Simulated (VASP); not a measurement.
HfO2:

```xyz
12
Lattice="5.1489 0.0000 0.0000 0.0000 4.9371 0.0000 0.0000 0.0000 4.9647" Properties=species:S:1:pos:R:3 pbc="T T T"
Hf    4.9790    3.6165    3.6810
Hf    2.7444    3.6165    1.1987
Hf    2.4045    1.3206    3.6810
Hf    0.1699    1.3206    1.1987
O     3.2548    4.5848    4.3653
O     4.4686    4.5848    1.8829
O     1.2046    2.6655    2.4441
O     1.3699    2.6655    4.9264
O     3.9443    2.2717    4.9264
O     3.7790    2.2717    2.4441
O     0.6803    0.3523    4.3653
O     1.8941    0.3523    1.8829
```

Base run:

| Quantity | Value |
| --- | --- |
| Program | VASP 6.6.1 |
| Functional | RPBE |
| Potentials or basis | VASP PAW PBE potentials, release 64 (Hf_pv, O) |
| Cutoff | 520 eV |
| k mesh | 5 × 6 × 5 |
| Occupations | fermi-dirac, width 0.05 eV |
| Spin | no spin polarisation |

Its results: band gap on the k mesh 4.66 eV, indirect (least direct gap 4.85 eV); pressure 23.8 GPa; largest force 0.256 eV/Å.

Task: The run is repeated on the same cell with these changes: functional from RPBE to r2SCAN; dispersion from none to D4. What comes out?

Result: Band gap on the k mesh 5.11 eV, indirect (least direct gap 5.32 eV); pressure 11.1 GPa; largest force 0.171 eV/Å.

Several settings changed at once, so the effect can't be laid on one alone.

Caveats: the PAW data sets were made with another functional, which shifts forces and pressure a little; spin-orbit coupling is left out, which moves the levels of the heavy elements.

A k mesh can miss the band edges.
